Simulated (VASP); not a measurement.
Set up this calculation in VASP 6.6.1, as the native input.

```yaml
Task: single point
Functional: PBE0
Potentials_or_basis: VASP PAW PBE potentials, release 64 (Gd, O)
Cutoff: 520 eV
k_mesh: 5 × 5 × 5
Occupations: fermi-dirac, width 0.05 eV
Spin: collinear spin, ferromagnetic start
Starting_moments: "[7.0, 0.0] μB"
Dipole_correction: no
Grid_for_exact_exchange_PRECFOCK: Normal
Further_INCAR_settings: ALGO = Normal; EDIFF = 1e-07; NBANDS = 23
Share_of_exact_exchange: 0.25
```

GdO:

```xyz
2
Lattice="0.0000 2.7000 2.7000 2.7000 0.0000 2.7000 2.7000 2.7000 0.0000" Properties=species:S:1:pos:R:3 pbc="T T T"
Gd    0.0000    0.0000    0.0000
O     4.0500    4.0500    4.0500
```

The input as run:

POSCAR

```
GdO
1.0
    0.0000000000      2.7000000000      2.7000000000
    2.7000000000      0.0000000000      2.7000000000
    2.7000000000      2.7000000000      0.0000000000
Gd O
1 1
Direct
    0.0000000000      0.0000000000      0.0000000000
    0.7500000000      0.7500000000      0.7500000000
```

INCAR.step1

```
SYSTEM = GdO
  PREC = Accurate
  ENCUT = 520
  EDIFF = 1E-5
  ISMEAR = -1
  SIGMA = 0.05
  LREAL = .FALSE.
  LASPH = .TRUE.
  NELM = 150
  ALGO = Normal
  ISIF = 2
  LWAVE = .TRUE.
  LCHARG = .FALSE.
  ISPIN = 2
  MAGMOM = 7 0
  LORBIT = 11
  LMAXMIX = 6
  NBANDS = 23
  GGA = PE
  KPAR = 4
```

INCAR.step2

```
SYSTEM = GdO
  PREC = Accurate
  ENCUT = 520
  EDIFF = 1E-7
  ISMEAR = -1
  SIGMA = 0.05
  LREAL = .FALSE.
  LASPH = .TRUE.
  NELM = 150
  ALGO = Normal
  ISIF = 2
  LWAVE = .FALSE.
  LCHARG = .FALSE.
  ISPIN = 2
  MAGMOM = 7 0
  LORBIT = 11
  LMAXMIX = 6
  GGA = PE
  LHFCALC = .TRUE.
  AEXX = 0.25
  PRECFOCK = Normal
  NBANDS = 23
  ISTART = 1
  KPAR = 4
```

KPOINTS

```
regular mesh
0
G
  5 5 5
  0 0 0
```

Potentials or basis: VASP PAW PBE potentials, release 64 (Gd, O).

Run with:

```console
$ cat potpaw_PBE.64/Gd/POTCAR potpaw_PBE.64/O/POTCAR > POTCAR
$ cp INCAR.step1 INCAR
$ mpirun -np 4 vasp_std > vasp.out
$ cp INCAR.step2 INCAR
$ mpirun -np 4 vasp_std > vasp.out
```

Results of the run:

The pressure is -2.1 GPa. The band gap on the k mesh is zero (filled and empty bands overlap). The net moment is 7.98 μB per cell and the site moments are Gd +7.07; O +0.03 μB. The valence electrons inside the program's atomic spheres are Gd 15.14; O 5.04.

Caveat: the k points lie up to 0.40 Å⁻¹ apart; the PAW data sets were made with another functional, which shifts forces and pressure a little; spin-orbit coupling is left out, which moves the levels of the heavy elements; a cell with one magnetic atom can't hold antiferromagnetic order, which such compounds often take.

It took 62 min on 4 MPI ranks on Oxide Virtual Turin-like Processor (shared host), peak memory 0.19 GiB a rank.
